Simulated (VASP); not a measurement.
Wanted: the native input for a VASP 6.6.1 run.

```
Task                   : single point
Functional             : PBE
Potentials or basis    : VASP PAW PBE potentials, release 64 (Hf_pv, O)
Cutoff                 : 520 eV
k mesh                 : 6 × 6 × 6
Occupations            : fermi-dirac, width 0.02 eV
Spin                   : no spin polarisation
Dipole correction      : no
Further INCAR settings : ALGO = Normal; EDIFF = 1e-06; NBANDS = 56
```

The structure of HfO2 lies in POSCAR:

```
HfO2
1.0
    5.1138648531      0.0000000000      0.0047590261
    0.0000000000      5.1814079143      0.0000000000
   -0.8746903931      0.0000000000      5.2222785671
Hf O
4 8
Direct
    0.2761892212      0.4581828149      0.7081931631
    0.7238107788      0.9581828149      0.7918068369
    0.7238107788      0.5418171851      0.2918068369
    0.2761892212      0.0418171851      0.2081931631
    0.4479259156      0.7423207018      0.9785125421
    0.5520740844      0.2423207018      0.5214874579
    0.5520740844      0.2576792982      0.0214874579
    0.4479259156      0.7576792982      0.4785125421
    0.0701456268      0.3338701126      0.3439483467
    0.9298543732      0.8338701126      0.1560516533
    0.9298543732      0.6661298874      0.6560516533
    0.0701456268      0.1661298874      0.8439483467
```

One way to write it, as run:

INCAR

```
SYSTEM = HfO2
PREC = Accurate
ENCUT = 520
EDIFF = 1E-6
ISMEAR = -1
SIGMA = 0.02
LREAL = .False.
LASPH = .True.
NELM = 100
ALGO = Normal
ISIF = 2
LWAVE = .False.
LCHARG = .False.
GGA = PE
NBANDS = 56
```

KPOINTS

```
Automatic mesh
0
Gamma
  6 6 6
  0 0 0
```

Potentials or basis: VASP PAW PBE potentials, release 64 (Hf_pv, O).

The run is started by

```sh
$ cat potpaw_PBE.64/Hf_pv/POTCAR potpaw_PBE.64/O/POTCAR > POTCAR
$ mpirun -np 1 vasp_std > vasp.out
```

It gave:

```json
{
  "Pressure": "2.4 GPa",
  "Largest force": "0.038 eV/Å",
  "Band gap on the k mesh": "4.05 eV (least direct gap 4.14 eV)"
}
```

Caveat: spin-orbit coupling is left out, which moves the levels of the heavy elements.

Wall time 8.6 min on 1 thread of Intel(R) Xeon(R) Platinum 8488C (Sapphire Rapids), with other jobs on the host, peak memory 0.54 GiB.
